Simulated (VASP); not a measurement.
# ZnO (zincite) (P6_3mc) in VASP: notebook

The runs below take ZnO (zincite) through single point, relaxation of cell and atoms, with revPBE, BLYP, BLYP+D3(BJ), BLYP+D4.

All numbers are computed with VASP 6.6.1; they aren't measurements. Logs are shortened: lines on timing, memory, paths and dates and some standing lists are left out, and cuts for length are marked.

**Experimental background.**

“Electronic structure of alkaline earth and post-transition metal oxides”, 2009, arxiv:0908.1581 quotes, for a bulk crystal of ZnO: band gap 3.37 eV.

The runs below are set against these values where they give the same quantity.

### 1 The cell of the first run

Symmetry: P6_3mc, No. 186, hexagonal system. Conventional cell: a = 3.308 Å, b = 3.308 Å, c = 5.336 Å, α = 90.00°, β = 90.00°, γ = 120.00°. Zn (site symmetry 3m) has 4 O at 2.02 Å within 2.7 Å. Within 2.7 Å of O (site symmetry 3m) lie 4 Zn at 2.02 Å.

### 2 Single point, revPBE

Contents of INCAR:

```
SYSTEM = ZnO
PREC = Accurate
ENCUT = 520
EDIFF = 1E-6
ISMEAR = -1
SIGMA = 0.05
LREAL = .False.
LASPH = .True.
NELM = 60
ALGO = Normal
ISIF = 2
LWAVE = .False.
LCHARG = .False.
GGA = RE
NBANDS = 26
```

Contents of KPOINTS:

```
Automatic mesh
0
Gamma
  9 9 5
  0 0 0
```

Contents of POSCAR:

```
ZnO
1.0
    3.3076519786      0.0000000000      0.0000000000
   -1.6538259893      2.8645106404      0.0000000000
    0.0000000000      0.0000000000      5.3357099028
Zn O
2 2
Direct
    0.6666666667      0.3333333333     -0.0001411745
    0.3333333333      0.6666666667      0.4998588255
    0.3333333333      0.6666666667      0.8791511745
    0.6666666667      0.3333333333      0.3791511745
```

Potentials or basis: VASP PAW PBE potentials, release 64 (Zn, O).

Started as:

```sh
$ cat potpaw_PBE.64/Zn/POTCAR potpaw_PBE.64/O/POTCAR > POTCAR
$ mpirun -np 1 vasp_std > vasp.out
```

OUTCAR:

```text
SYSTEM = ZnO
   PREC = Accurate
   ENCUT = 520
   EDIFF = 1E-6
   ISMEAR = -1
   LREAL = .False.
   LASPH = .True.
   NELM = 60
   ISIF = 2
   GGA = RE

 ion  position               nearest neighbor table
   1  0.667  0.333  1.000-   3 2.02   3 2.02   3 2.02   4 2.02
   2  0.333  0.667  0.500-   4 2.02   4 2.02   4 2.02   3 2.02
   3  0.333  0.667  0.879-   1 2.02   1 2.02   1 2.02   2 2.02
   4  0.667  0.333  0.379-   2 2.02   2 2.02   2 2.02   1 2.02

  LATTYP: Found a hexagonal cell.
 ALAT       =     3.3076519786
 C/A-ratio  =     1.6131412668

  Lattice vectors:

 A1 = (   3.3076519786,   0.0000000000,   0.0000000000)
 A2 = (  -1.6538259893,   2.8645106404,   0.0000000000)
 A3 = (   0.0000000000,   0.0000000000,   5.3357099028)

Analysis of symmetry for initial positions (statically):
=====================================================================
 Subroutine PRICEL returns:
 Original cell was already a primitive cell.

 Routine SETGRP: Setting up the symmetry group for a
 hexagonal supercell.

 Subroutine GETGRP returns: Found 12 space group operations
 (whereof  6 operations were pure point group operations)
 out of a pool of 24 trial point group operations.

The static configuration has the point symmetry C_3v.
 The point group associated with its full space group is C_6v.

Analysis of symmetry for dynamics (positions and initial velocities):
=====================================================================
 Subroutine PRICEL returns:
 Original cell was already a primitive cell.

 Routine SETGRP: Setting up the symmetry group for a
 hexagonal supercell.

 Subroutine GETGRP returns: Found 12 space group operations
 (whereof  6 operations were pure point group operations)
 out of a pool of 24 trial point group operations.

The dynamic configuration has the point symmetry C_3v.
 The point group associated with its full space group is C_6v.

 Subroutine INISYM returns: Found 12 space group operations
 (whereof  6 operations are pure point group operations),
 and found     1 'primitive' translations

----------------------------------------------------------------------------------------

                                     Primitive cell

  volume of cell :      50.5548

  direct lattice vectors                    reciprocal lattice vectors
     3.307651979  0.000000000  0.000000000     0.302329268  0.174549884  0.000000000
    -1.653825989  2.864510640  0.000000000     0.000000000  0.349099768  0.000000000
     0.000000000  0.000000000  5.335709903     0.000000000  0.000000000  0.187416486

  length of vectors
     3.307651979  3.307651979  5.335709903     0.349099768  0.349099768  0.187416486

  position of ions in fractional coordinates (direct lattice)
     0.666666667  0.333333333  0.999858825
     0.333333333  0.666666667  0.499858825
     0.333333333  0.666666667  0.879151175
     0.666666667  0.333333333  0.379151175

  ion indices of the primitive-cell ions
   primitive index   ion index
                 1           1
                 2           2
                 3           3
                 4           4

----------------------------------------------------------------------------------------

 KPOINTS: Automatic mesh

Automatic generation of k-mesh.
 Grid dimensions read from file:
 generate k-points for:    9    9    5

 Generating k-lattice:

  Cartesian coordinates                     Fractional coordinates (reciprocal lattice)
     0.033592141  0.019394432  0.000000000     0.111111111  0.000000000  0.000000000
     0.000000000  0.038788863  0.000000000     0.000000000  0.111111111  0.000000000
     0.000000000  0.000000000  0.037483297     0.000000000  0.000000000  0.200000000

  Length of vectors
     0.038788863  0.038788863  0.037483297

  Shift w.r.t. Gamma in fractional coordinates (k-lattice)
     0.000000000  0.000000000  0.000000000

 Subroutine IBZKPT returns following result:
 ===========================================

 Found     36 irreducible k-points:

 Following reciprocal coordinates:
            Coordinates               Weight
  0.000000  0.000000  0.000000      1.000000
  0.111111 -0.000000  0.000000      6.000000
  0.222222  0.000000  0.000000      6.000000
  0.333333  0.000000  0.000000      6.000000
  0.444444  0.000000  0.000000      6.000000
  0.111111  0.111111  0.000000      6.000000
[... 16 lines left out ...]
  0.333333  0.222222  0.200000     24.000000
  0.333333  0.333333  0.200000      4.000000
 [... further k-points ...]
   k-points           NKPTS =     36   k-points in BZ     NKDIM =     36   number of bands    NBANDS=     26
   number of dos      NEDOS =    301   number of ions     NIONS =      4
   total plane-waves  NPLWV =  31360
   dimension x,y,z NGX =    28 NGY =   28 NGZ =   40
   dimension x,y,z NGXF=    56 NGYF=   56 NGZF=   80
   ions per type =               2   2
   NGX,Y,Z   is equivalent  to a cutoff of  14.07, 14.07, 12.46 a.u.
   NGXF,Y,Z  is equivalent  to a cutoff of  28.15, 28.15, 24.93 a.u.
 SYSTEM =  ZnO
   PREC   = accura    normal or accurate (medium, high low for compatibility)
   ISTART =      0    job   : 0-new  1-cont  2-samecut
   ICHARG =      2    charge: 1-file 2-atom 10-const
   ISPIN  =      1    spin polarized calculation?
   LNONCOLLINEAR =      F non collinear calculations
   LSORBIT =      F    spin-orbit coupling
   LASPH  =      T    aspherical Exc in radial PAW
   ENCUT  =  520.0 eV  38.22 Ry    6.18 a.u.   6.15  6.15  9.92*2*pi/ulx,y,z
   NELM   =     60;   NELMIN=  2; NELMDL= -5     # of ELM steps
   EDIFF  = 0.1E-05   stopping-criterion for ELM
   LREAL  =      F    real-space projection
   EDIFFG = 0.1E-04   stopping-criterion for IOM
   NSW    =      0    number of steps for IOM
   IBRION =     -1    ionic relax: 0-MD 1-quasi-New 2-CG
   NFREE  =      0    steps in history (QN), initial steepest desc. (CG)
   ISIF   =      2    stress and relaxation
   ISYM   =      2    0-nonsym 1-usesym 2-fastsym
   POTIM  = 0.5000    time-step for ionic-motion
   TEBEG  =    0.0;   TEEND  =   0.0 temperature during run
   PSTRESS=    0.0 pullay stress
   NELECT =      36.0000    total number of electrons
   NUPDOWN=      -1.0000    fix difference up-down
   EMIN   =  10.00;   EMAX   =-10.00  energy-range for DOS
   EFERMI =   0.00;   METHOD = LEGACY
   ISMEAR =    -1;   SIGMA  =   0.05  broadening in eV -4-tet -1-fermi 0-gaus
   EFERMI_NEDOS =   21; number of points for ismear=-14 and -15
   IALGO  =     38    algorithm
   IMIX   =      4    mixing-type and parameters
     AMIX     =   0.40;   BMIX     =  1.00
     AMIX_MAG =   1.60;   BMIX_MAG =  1.00
  volume/ion in A,a.u.               =      12.64        85.29
  Fermi-wavevector in a.u.,A,eV,Ry     =   1.461913  2.762615 29.078228  2.137189
  Thomas-Fermi vector in A             =   2.578188
   LORBIT       =      0    0 simple, 1 ext, 2 COOP (PROOUT), +10 PAW based schemes
   GGA     = RE    functional components
   LHFCALC =     F    Hartree Fock is set to
   AEXX    =    0.0000 exact exchange contribution
   IVDW    =     0    specifies the selected vdW correction
   LEPSILON=     F    determine dielectric tensor
   LRPA    =     F    only Hartree local field effects (RPA)
 non-spin polarized calculation
  energy-cutoff  :      520.00
  volume of cell :       50.55
 maximum number of plane-waves:      1387
 NGX is ok and might be reduce to    28
   NGX = 13   NGY = 13   NGZ = 19

 number of electron      36.0000030 magnetization

 Free energy of the ion-electron system (eV)
  ---------------------------------------------------
  ext. energy  EPLUGINS =         0.00000000
  ---------------------------------------------------
  free energy    TOTEN  =       -16.56914938 eV

  energy without entropy =      -16.56914404  energy(sigma->0) =      -16.56914671

 E-fermi :   1.2411     XC(G=0): -10.3974

 val. band max:        0.8175598169   @ k =   0.0000   0.0000   0.0000
 cond. band min:       1.5788185951   @ k =   0.0000   0.0000   0.0000
 fundamental gap:      0.7612587782
 Fermi energy:         1.2411415527

 k-point     1 :       0.0000    0.0000    0.0000
  band No.  band energies     occupation
      1     -16.8765      2.00000
      2     -16.2548      2.00000
      3      -4.6034      2.00000
      4      -4.6034      2.00000
      5      -4.5639      2.00000
      6      -4.4292      2.00000
[... 18 lines left out ...]
     25      14.6448      0.00000
     26      14.6448      0.00000

 k-point     2 :       0.1111   -0.0000    0.0000
  band No.  band energies     occupation
      1     -16.8176      2.00000
      2     -16.2286      2.00000
      3      -4.6616      2.00000
      4      -4.5681      2.00000
      5      -4.5270      2.00000
      6      -4.4324      2.00000
[... 18 lines left out ...]
     25      14.6406      0.00000
     26      14.7674      0.00000

 k-point     3 :       0.2222    0.0000    0.0000
  band No.  band energies     occupation
      1     -16.6612      2.00000
      2     -16.1665      2.00000
      3      -4.7717      2.00000
      4      -4.5009      2.00000
      5      -4.4857      2.00000
      6      -4.3716      2.00000
[... 18 lines left out ...]
     25      14.1107      0.00000
     26      14.7420      0.00000

 k-point     4 :       0.3333    0.0000    0.0000
  band No.  band energies     occupation
      1     -16.4636      2.00000
      2     -16.1085      2.00000
      3      -4.8221      2.00000
      4      -4.5158      2.00000
      5      -4.4111      2.00000
      6      -4.2058      2.00000
[... 18 lines left out ...]
     25      13.9638      0.00000
     26      14.5730      0.00000

 k-point     5 :       0.4444    0.0000    0.0000
  band No.  band energies     occupation
      1     -16.3094      2.00000
      2     -16.0918      2.00000
      3      -4.7765      2.00000
      4      -4.5196      2.00000
      5      -4.3765      2.00000
      6      -4.0226      2.00000
[... 18 lines left out ...]
     25      13.8127      0.00000
     26      14.6629      0.00000

 k-point     6 :       0.1111    0.1111    0.0000
  band No.  band energies     occupation
      1     -16.7099      2.00000
      2     -16.1846      2.00000
      3      -4.7184      2.00000
      4      -4.5502      2.00000
      5      -4.4734      2.00000
      6      -4.4222      2.00000
[... 427 lines left out ...]
 k-point    21 :       0.4444    0.1111    0.2000
  band No.  band energies     occupation
      1     -16.2443      2.00000
      2     -16.1076      2.00000
      3      -4.7580      2.00000
      4      -4.5555      2.00000
      5      -4.3616      2.00000
      6      -4.0537      2.00000
[... 18 lines left out ...]
     25      13.6164      0.00000
     26      14.4030      0.00000

 k-point    22 :       0.2222    0.2222    0.2000
  band No.  band energies     occupation
      1     -16.3401      2.00000
      2     -16.1162      2.00000
      3      -4.6708      2.00000
      4      -4.6219      2.00000
      5      -4.3207      2.00000
      6      -4.2706      2.00000
[... 18 lines left out ...]
     25      12.6815      0.00000
     26      15.8279      0.00000

 k-point    23 :       0.3333    0.2222    0.2000
  band No.  band energies     occupation
      1     -16.2175      2.00000
      2     -16.1070      2.00000
      3      -4.6370      2.00000
      4      -4.4592      2.00000
      5      -4.3244      2.00000
      6      -4.1349      2.00000
[... 18 lines left out ...]
     25      13.4668      0.00000
     26      14.8040      0.00000

 k-point    24 :       0.3333    0.3333    0.2000
  band No.  band energies     occupation
      1     -16.1398      2.00000
      2     -16.1398      2.00000
      3      -4.5811      2.00000
      4      -4.3580      2.00000
      5      -4.3580      2.00000
      6      -4.0276      2.00000
[... 18 lines left out ...]
     25      14.2494      0.00000
     26      14.9179      0.00000

 [... further k-points ...]
[... 5 lines left out ...]
  --------------------------------------------------------------------------------------
  -------------------------------------------------------------------------------------
  Total        0.2818870      0.2818870      0.2846271      0.0000000     -0.0000000      0.0000000
  in kB        8.9335314      8.9335314      9.0203717      0.0000000     -0.0000000      0.0000000
  external PRESSURE =       8.9624782 kB  Pullay stress =       0.0000000 kB

 VOLUME and BASIS-vectors are now :
 -----------------------------------------------------------------------------
  energy-cutoff  :      520.00
  volume of cell :       50.55
      direct lattice vectors                 reciprocal lattice vectors
     3.307651979  0.000000000  0.000000000     0.302329268  0.174549884  0.000000000
    -1.653825989  2.864510640  0.000000000     0.000000000  0.349099768  0.000000000
     0.000000000  0.000000000  5.335709903     0.000000000  0.000000000  0.187416486

 POSITION                                       TOTAL-FORCE (eV/Angst)
 -----------------------------------------------------------------------------------
      1.65383      0.95484      5.33496        -0.000000     -0.000000      0.000199
     -0.00000      1.90967      2.66710         0.000000     -0.000000      0.000199
     -0.00000      1.90967      4.69090         0.000000     -0.000000     -0.000199
      1.65383      0.95484      2.02304        -0.000000      0.000000     -0.000199
 -----------------------------------------------------------------------------------
    total drift:                                0.000000      0.000000     -0.000463

  FREE ENERGIE OF THE ION-ELECTRON SYSTEM (eV)
  ---------------------------------------------------
  free  energy   TOTEN  =       -16.5691493818 eV

  energy  without entropy=      -16.5691440370  energy(sigma->0) =      -16.56914671
```

It took 84 s on 1 thread of Intel Xeon Platinum 8488C (Sapphire Rapids), shared host; peak memory 0.19 GiB.

What came out:

| Quantity | Value |
| --- | --- |
| Free energy | -16.5691 eV |
| Pressure | 0.9 GPa |
| Band gap on the k mesh | 0.76 eV, direct |

Caveat: the PAW data sets were made with another functional, which shifts forces and pressure a little.

(Continued in part 2 of 3.)
